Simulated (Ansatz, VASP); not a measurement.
## Ti: VASP beside Ansatz

```
Ti
1.0
     2.93586    0.00000    0.00000
    -1.46793    2.54253    0.00000
     0.00000    0.00000    4.64162
Ti
2
Cartesian
  0.0000 1.6950 1.1604
  1.4679 0.8475 3.4812
```

Alike in both runs: task single point; functional r2SCAN; k mesh 12 × 12 × 7; occupations methfessel-paxton of order 1, width 1 eV; no spin polarisation.

```csv
,VASP,Ansatz
version,VASP 6.6.1,Ansatz 0.2.0
potentials or method,"VASP PAW PBE potentials, release 64 (Ti_sv), cutoff 520 eV","plane waves (500 eV) with PAW, scalar-relativistic"
valence electrons in the cell,24,24
```

```csv
,VASP,Ansatz,Ansatz less VASP
pressure (GPa),0.0,-0.4,-0.36
"traceless stress, the component that is largest in VASP (GPa)",0.46,0.45,-0.005
```

VASP's potentials were made for PBE, not for r2SCAN.
